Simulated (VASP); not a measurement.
Runs of VASP 6.6.1 on Ir. The structure is that of space group P6_3/mmc (No. 194), or close to it. The cells are those of the table. This isn't the form of Ir at room conditions, which is fcc.

```csv
fixed moment (μB),cell,pressure (GPa),moment (μB)
0.2,"a = 2.824, b = 2.824, c = 4.578 Å, angles 90.0, 90.0, 120.0°, 2 atoms",(a),0.20
0.2,"a = 2.772, b = 2.772, c = 4.495 Å, angles 90.0, 90.0, 120.0°, 2 atoms",(b),0.20
1.0,"a = 2.824, b = 2.824, c = 4.578 Å, angles 90.0, 90.0, 120.0°, 2 atoms",-30.4,1.00
1.0,"a = 2.772, b = 2.772, c = 4.495 Å, angles 90.0, 90.0, 120.0°, 2 atoms",-16.6,1.00
1.6,"a = 2.772, b = 2.772, c = 4.495 Å, angles 90.0, 90.0, 120.0°, 2 atoms",-13.7,1.60
1.2,"a = 2.772, b = 2.772, c = 4.495 Å, angles 90.0, 90.0, 120.0°, 2 atoms",-15.8,1.20
```

Alike in all rows: task single point; level PBEsol; potentials or basis VASP PAW PBE potentials, release 64 (Ir); spin collinear; k mesh 21 × 21 × 12; cutoff (eV) 520; smearing gaussian 0.15 eV.

**Question.** Fill in the values left out.

**Answer.** (a) -31.9; (b) -18.4.

Caveats: the cell stands under tension; the PAW data sets were made with another functional, which shifts forces and pressure a little; the total moment is fixed, so each spin has its own Fermi level and the state may be an excited one.
